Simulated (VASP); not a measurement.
# Si2Mo (I4/mmm) in VASP: notebook

The runs below take Si2Mo through single point, with RPBE, PBE, PBEsol.

Program: VASP 6.6.1. These are calculated values, not measurements. Logs are shortened: lines on timing, memory, paths and dates and some standing lists are left out, and cuts for length are marked.

## 1. The cell of the first run

The structure is tetragonal, space group I4/mmm (No. 139). Conventional cell: a = 3.200 Å, b = 3.200 Å, c = 7.861 Å, α = 90.00°, β = 90.00°, γ = 90.00°. Within 3.4 Å of Si (site symmetry 4mm) lie 9 Si at 2.61 to 3.20 Å and 5 Mo at 2.62 Å. Within 3.5 Å of Mo (site symmetry 4/mmm) lie 10 Si at 2.62 Å and 4 Mo at 3.20 Å.

## 2. Single point, RPBE

INCAR

```
SYSTEM = Si2Mo
PREC = Accurate
ENCUT = 520
EDIFF = 1E-7
ISMEAR = -1
SIGMA = 0.15
LREAL = .FALSE.
LASPH = .TRUE.
NELM = 80
ALGO = Normal
ISIF = 2
LWAVE = .FALSE.
LCHARG = .FALSE.
GGA = RP
NBANDS = 18
```

KPOINTS

```
regular mesh
0
G
  13 13 13
  0 0 0
```

POSCAR

```
Si2Mo
1.0
    4.5352870000      0.0000000000      0.0000000000
    2.2774364590      3.9220034864      0.0000000000
   -3.4063619166     -1.9610018509      2.2627413476
Si Mo
2 1
Direct
    0.3330000000      0.3330000000      0.0000000000
    0.6670000000      0.6670000000      0.0000000000
    0.0000000000      0.0000000000      0.0000000000
```

Potentials or basis: VASP PAW PBE potentials, release 64 (Si, Mo_sv).

Started as:

```sh
> cat potpaw_PBE.64/Si/POTCAR potpaw_PBE.64/Mo_sv/POTCAR > POTCAR
> mpirun -np 1 vasp_std > vasp.out
```

OUTCAR:

```text
SYSTEM = Si2Mo
   PREC = Accurate
   ENCUT = 520
   EDIFF = 1E-7
   ISMEAR = -1
   LREAL = .FALSE.
   LASPH = .TRUE.
   NELM = 80
   ISIF = 2
   GGA = RP

 ion  position               nearest neighbor table
   1  0.333  0.333  0.000-   2 2.61   2 2.61   2 2.61   2 2.61   3 2.62   3 2.62   3 2.62   3 2.62
                             3 2.62   2 2.63
   2  0.667  0.667  0.000-   1 2.61   1 2.61   1 2.61   1 2.61   3 2.62   3 2.62   3 2.62   3 2.62
                             3 2.62   1 2.63
   3  0.000  0.000  0.000-   2 2.62   1 2.62   2 2.62   1 2.62   1 2.62   2 2.62   1 2.62   2 2.62
                             1 2.62   2 2.62

  LATTYP: Found a body centered tetragonal cell.
 ALAT       =     3.1999997671
 C/A-ratio  =     2.4565625054

  Lattice vectors:

 A1 = (   4.5352870000,   0.0000000000,   0.0000000000)
 A2 = (   2.2774364590,   3.9220034864,   0.0000000000)
 A3 = (  -3.4063619166,  -1.9610018509,   2.2627413476)

Analysis of symmetry for initial positions (statically):
=====================================================================
 Subroutine PRICEL returns:
 Original cell was already a primitive cell.

 Routine SETGRP: Setting up the symmetry group for a
 body centered tetragonal supercell.

 Subroutine GETGRP returns: Found 16 space group operations
 (whereof 16 operations were pure point group operations)
 out of a pool of 16 trial point group operations.

The static configuration has the point symmetry D_4h.

Analysis of symmetry for dynamics (positions and initial velocities):
=====================================================================
 Subroutine PRICEL returns:
 Original cell was already a primitive cell.

 Routine SETGRP: Setting up the symmetry group for a
 body centered tetragonal supercell.

 Subroutine GETGRP returns: Found 16 space group operations
 (whereof 16 operations were pure point group operations)
 out of a pool of 16 trial point group operations.

The dynamic configuration has the point symmetry D_4h.

 Subroutine INISYM returns: Found 16 space group operations
 (whereof 16 operations are pure point group operations),
 and found     1 'primitive' translations

----------------------------------------------------------------------------------------

                                     Primitive cell

  volume of cell :      40.2483

  direct lattice vectors                    reciprocal lattice vectors
     4.535287000  0.000000000  0.000000000     0.220493212 -0.128036419  0.220970916
     2.277436459  3.922003486  0.000000000     0.000000000  0.254971726  0.220970916
    -3.406361917 -1.961001851  2.262741348     0.000000000  0.000000000  0.441941807

  length of vectors
     4.535287000  4.535287000  4.535287000     0.337399951  0.337399951  0.441941807

  position of ions in fractional coordinates (direct lattice)
     0.333000000  0.333000000  0.000000000
     0.667000000  0.667000000  0.000000000
     0.000000000  0.000000000  0.000000000

  ion indices of the primitive-cell ions
   primitive index   ion index
                 1           1
                 2           2
                 3           3

----------------------------------------------------------------------------------------

 KPOINTS: regular mesh

Automatic generation of k-mesh.
 Grid dimensions read from file:
 generate k-points for:   13   13   13

 Generating k-lattice:

  Cartesian coordinates                     Fractional coordinates (reciprocal lattice)
     0.016961016 -0.009848955  0.016997763     0.076923077  0.000000000 -0.000000000
     0.000000000  0.019613210  0.016997763     0.000000000  0.076923077  0.000000000
     0.000000000  0.000000000  0.033995524     0.000000000  0.000000000  0.076923077

  Length of vectors
     0.025953842  0.025953842  0.033995524

  Shift w.r.t. Gamma in fractional coordinates (k-lattice)
     0.000000000  0.000000000  0.000000000

 Subroutine IBZKPT returns following result:
 ===========================================

 Found    196 irreducible k-points:

 Following reciprocal coordinates:
            Coordinates               Weight
  0.000000  0.000000  0.000000      1.000000
  0.076923 -0.000000 -0.000000      8.000000
  0.153846  0.000000 -0.000000      8.000000
  0.230769 -0.000000 -0.000000      8.000000
  0.307692  0.000000 -0.000000      8.000000
  0.384615  0.000000 -0.000000      8.000000
[... 16 lines left out ...]
  0.384615  0.153846 -0.000000     16.000000
  0.461538  0.153846 -0.000000     16.000000
 [... further k-points ...]
   k-points           NKPTS =    196   k-points in BZ     NKDIM =    196   number of bands    NBANDS=     18
   number of dos      NEDOS =    301   number of ions     NIONS =      3
   total plane-waves  NPLWV =  46656
   dimension x,y,z NGX =    36 NGY =   36 NGZ =   36
   dimension x,y,z NGXF=    72 NGYF=   72 NGZF=   72
   ions per type =               2   1
   NGX,Y,Z   is equivalent  to a cutoff of  13.20, 13.20, 13.20 a.u.
   NGXF,Y,Z  is equivalent  to a cutoff of  26.39, 26.39, 26.39 a.u.
 SYSTEM =  Si2Mo
   PREC   = accura    normal or accurate (medium, high low for compatibility)
   ISTART =      0    job   : 0-new  1-cont  2-samecut
   ICHARG =      2    charge: 1-file 2-atom 10-const
   ISPIN  =      1    spin polarized calculation?
   LNONCOLLINEAR =      F non collinear calculations
   LSORBIT =      F    spin-orbit coupling
   LASPH  =      T    aspherical Exc in radial PAW
   ENCUT  =  520.0 eV  38.22 Ry    6.18 a.u.   8.43  8.43  8.43*2*pi/ulx,y,z
   NELM   =     80;   NELMIN=  2; NELMDL= -5     # of ELM steps
   EDIFF  = 0.1E-06   stopping-criterion for ELM
   LREAL  =      F    real-space projection
   EDIFFG = 0.1E-05   stopping-criterion for IOM
   NSW    =      0    number of steps for IOM
   IBRION =     -1    ionic relax: 0-MD 1-quasi-New 2-CG
   NFREE  =      0    steps in history (QN), initial steepest desc. (CG)
   ISIF   =      2    stress and relaxation
   ISYM   =      2    0-nonsym 1-usesym 2-fastsym
   POTIM  = 0.5000    time-step for ionic-motion
   TEBEG  =    0.0;   TEEND  =   0.0 temperature during run
   PSTRESS=    0.0 pullay stress
   NELECT =      22.0000    total number of electrons
   NUPDOWN=      -1.0000    fix difference up-down
   EMIN   =  10.00;   EMAX   =-10.00  energy-range for DOS
   EFERMI =   0.00;   METHOD = LEGACY
   ISMEAR =    -1;   SIGMA  =   0.15  broadening in eV -4-tet -1-fermi 0-gaus
   EFERMI_NEDOS =   21; number of points for ismear=-14 and -15
   IALGO  =     38    algorithm
   IMIX   =      4    mixing-type and parameters
     AMIX     =   0.40;   BMIX     =  1.00
     AMIX_MAG =   1.60;   BMIX_MAG =  1.00
  volume/ion in A,a.u.               =      13.42        90.54
  Fermi-wavevector in a.u.,A,eV,Ry     =   1.338546  2.529484 24.377617  1.791704
  Thomas-Fermi vector in A             =   2.467008
   LORBIT       =      0    0 simple, 1 ext, 2 COOP (PROOUT), +10 PAW based schemes
   GGA     = RP    functional components
   LHFCALC =     F    Hartree Fock is set to
   AEXX    =    0.0000 exact exchange contribution
   IVDW    =     0    specifies the selected vdW correction
   LEPSILON=     F    determine dielectric tensor
   LRPA    =     F    only Hartree local field effects (RPA)
 non-spin polarized calculation
  energy-cutoff  :      520.00
  volume of cell :       40.25
 maximum number of plane-waves:      1104
 NGX is ok and might be reduce to    36
   NGX = 17   NGY = 17   NGZ = 17

 number of electron      22.0000000 magnetization

 Free energy of the ion-electron system (eV)
  ---------------------------------------------------
  ext. energy  EPLUGINS =         0.00000000
  ---------------------------------------------------
  free energy    TOTEN  =       -22.07465135 eV

  energy without entropy =      -22.04489462  energy(sigma->0) =      -22.05977299

 E-fermi :  12.3412     XC(G=0): -12.3962

 val. band max:       12.2295550981   @ k =  -0.3846   0.4615   0.3846
 cond. band min:      12.3891936120   @ k =  -0.3077  -0.3846   0.3077
 fundamental gap:      0.1596385139
 Fermi energy:        12.3412146063

 k-point     1 :       0.0000    0.0000    0.0000
  band No.  band energies     occupation
      1     -48.3994      2.00000
      2     -22.5612      2.00000
      3     -22.4648      2.00000
      4     -22.4648      2.00000
      5      -1.1096      2.00000
      6       6.0034      2.00000
[... 10 lines left out ...]
     17      17.3772      0.00000
     18      17.3772      0.00000

 k-point     2 :       0.0769   -0.0000   -0.0000
  band No.  band energies     occupation
      1     -48.3983      2.00000
      2     -22.5601      2.00000
      3     -22.4797      2.00000
      4     -22.4634      2.00000
      5      -1.0022      2.00000
      6       6.0097      2.00000
[... 10 lines left out ...]
     17      17.4827      0.00000
     18      18.0277      0.00000

 k-point     3 :       0.1538    0.0000   -0.0000
  band No.  band energies     occupation
      1     -48.3954      2.00000
      2     -22.5570      2.00000
      3     -22.5207      2.00000
      4     -22.4596      2.00000
      5      -0.6847      2.00000
      6       5.9821      2.00000
[... 10 lines left out ...]
     17      18.0730      0.00000
     18      19.3291      0.00000

 k-point     4 :       0.2308   -0.0000   -0.0000
  band No.  band energies     occupation
      1     -48.3912      2.00000
      2     -22.5783      2.00000
      3     -22.5523      2.00000
      4     -22.4542      2.00000
      5      -0.1711      2.00000
      6       5.7400      2.00000
[... 10 lines left out ...]
     17      19.0595      0.00000
     18      20.8853      0.00000

 k-point     5 :       0.3077    0.0000   -0.0000
  band No.  band energies     occupation
      1     -48.3869      2.00000
      2     -22.6385      2.00000
      3     -22.5477      2.00000
      4     -22.4485      2.00000
      5       0.5166      2.00000
      6       5.1121      2.00000
[... 10 lines left out ...]
     17      19.4255      0.00000
     18      21.2925      0.00000

 k-point     6 :       0.3846    0.0000   -0.0000
  band No.  band energies     occupation
      1     -48.3832      2.00000
      2     -22.6879      2.00000
      3     -22.5438      2.00000
      4     -22.4438      2.00000
      5       1.3474      2.00000
      6       4.2397      2.00000
[... 10 lines left out ...]
     17      18.9650      0.00000
     18      20.6466      0.00000

 k-point     7 :       0.4615   -0.0000   -0.0000
  band No.  band energies     occupation
      1     -48.3812      2.00000
      2     -22.7157      2.00000
      3     -22.5416      2.00000
      4     -22.4411      2.00000
      5       2.2792      2.00000
      6       3.2719      2.00000
[... 10 lines left out ...]
     17      18.6612      0.00000
     18      19.5425      0.00000

 k-point     8 :       0.0769    0.0769   -0.0000
  band No.  band energies     occupation
      1     -48.3972      2.00000
      2     -22.5596      2.00000
      3     -22.4793      2.00000
      4     -22.4773      2.00000
      5      -0.8652      2.00000
      6       5.8691      2.00000
[... 10 lines left out ...]
     17      18.0475      0.00000
     18      18.2148      0.00000
[... 229 lines left out ...]
     17      17.7771      0.00000
     18      18.1777      0.00000

 k-point    20 :       0.1538    0.1538   -0.0000
  band No.  band energies     occupation
      1     -48.3914      2.00000
      2     -22.5546      2.00000
      3     -22.5178      2.00000
      4     -22.5118      2.00000
      5      -0.1636      2.00000
      6       5.5042      2.00000
[... 10 lines left out ...]
     17      19.0851      0.00000
     18      19.8084      0.00000

 k-point    21 :       0.2308    0.1538   -0.0000
  band No.  band energies     occupation
      1     -48.3873      2.00000
      2     -22.5722      2.00000
      3     -22.5496      2.00000
      4     -22.5085      2.00000
      5       0.3741      2.00000
      6       5.2650      2.00000
[... 10 lines left out ...]
     17      19.0743      0.00000
     18      20.6851      0.00000

 k-point    22 :       0.3077    0.1538   -0.0000
  band No.  band energies     occupation
      1     -48.3830      2.00000
      2     -22.6312      2.00000
      3     -22.5446      2.00000
      4     -22.5021      2.00000
      5       1.0642      2.00000
      6       4.8633      2.00000
[... 10 lines left out ...]
     17      19.7716      0.00000
     18      20.7597      0.00000

 k-point    23 :       0.3846    0.1538   -0.0000
  band No.  band energies     occupation
      1     -48.3794      2.00000
      2     -22.6800      2.00000
      3     -22.5397      2.00000
      4     -22.4967      2.00000
      5       1.8742      2.00000
      6       4.1729      2.00000
[... 10 lines left out ...]
     17      19.8018      0.00000
     18      21.0342      0.00000

 k-point    24 :       0.4615    0.1538   -0.0000
  band No.  band energies     occupation
      1     -48.3773      2.00000
      2     -22.7073      2.00000
      3     -22.5362      2.00000
      4     -22.4936      2.00000
      5       2.7651      2.00000
      6       3.2796      2.00000
[... 10 lines left out ...]
     17      19.8662      0.00000
     18      21.2837      0.00000

 [... further k-points ...]

------------------------ aborting loop because EDIFF is reached ----------------------------------------

  FORCE on cell =-STRESS in cart. coord.  units (eV):
  Direction    XX          YY          ZZ          XY          YZ          ZX
  --------------------------------------------------------------------------------------
  -------------------------------------------------------------------------------------
  Total        1.1356490      1.2308874      1.2780967     -0.0820057     -0.0000001     -0.0000001
  in kB       45.2071406     48.9983266     50.8776007     -3.2644258     -0.0000024     -0.0000042
  external PRESSURE =      48.3610227 kB  Pullay stress =       0.0000000 kB

 VOLUME and BASIS-vectors are now :
 -----------------------------------------------------------------------------
  energy-cutoff  :      520.00
  volume of cell :       40.25
      direct lattice vectors                 reciprocal lattice vectors
     4.535287000  0.000000000  0.000000000     0.220493212 -0.128036419  0.220970916
     2.277436459  3.922003486  0.000000000     0.000000000  0.254971726  0.220970916
    -3.406361917 -1.961001851  2.262741348     0.000000000  0.000000000  0.441941807

 POSITION                                       TOTAL-FORCE (eV/Angst)
 -----------------------------------------------------------------------------------
      2.26864      1.30603      0.00000         0.199511      0.114856      0.000000
      4.54409      2.61598      0.00000        -0.199511     -0.114856      0.000000
      0.00000      0.00000      0.00000         0.000000      0.000000      0.000000
 -----------------------------------------------------------------------------------
    total drift:                               -0.000000     -0.000000      0.000000

  FREE ENERGIE OF THE ION-ELECTRON SYSTEM (eV)
  ---------------------------------------------------
  free  energy   TOTEN  =       -22.0746513525 eV

  energy  without entropy=      -22.0448946243  energy(sigma->0) =      -22.05977299
```

Wall time 4 min (1 thread of Intel Xeon Platinum 8259CL at 2.50GHz (Skylake/Cascade Lake), shared host); peak memory 0.29 GiB.

Results:

```yaml
Free_energy: -22.0747 eV
Pressure: 4.8 GPa
Largest_force: 0.230 eV/Å
Band_gap_on_the_k_mesh: zero (bands 11 and 12 overlap by 0.95 eV)
```

Forces in eV/Å, atoms in the order of the input:
```
Si   0.200  0.115  0.000
Si  -0.200 -0.115  0.000
Mo   0.000  0.000  0.000
```

Caveat: the cell stands under pressure; the PAW data sets were made with another functional, which shifts forces and pressure a little.

(Continued in part 2 of 2.)
